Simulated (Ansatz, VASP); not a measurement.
**BP: VASP beside Ansatz**

```
B P
1.0
     0.00000    2.23833    2.23833
     2.23833    0.00000    2.23833
     2.23833    2.23833    0.00000
B P
1 1
Cartesian
  0.0000 0.0000 0.0000
  1.1192 1.1192 1.1192
```

Change from the starting cell: volume scaled by 0.96, ions relaxed.

Alike in both runs: functional PBE; k mesh 16 × 16 × 16; occupations fermi-dirac, width 0.02 eV; no spin polarisation.

Ansatz relaxed the structure, and its values are those at the end. VASP's run is a single point on that final structure, the one shown.

|  | VASP | Ansatz |
| --- | --- | --- |
| version | VASP 6.6.1 | Ansatz 0.2.0 |
| potentials or method | VASP PAW PBE potentials, release 64 (B, P) | plane-wave PAW, scalar-relativistic |
| plane-wave cutoff (eV) | 520 | 420 |
| valence electrons in the cell | 8 | 8 |

|  | VASP | Ansatz | Ansatz less VASP |
| --- | --- | --- | --- |
| gap on the k mesh at the Fermi level (eV) | 1.18 | 1.19 | +0.004 |
| pressure (GPa) | 8.2 | 8.5 | +0.27 |

The functional is the same, so the differences come from potentials, cutoffs and numerics. Ansatz's warnings: stress scf threshold loose.
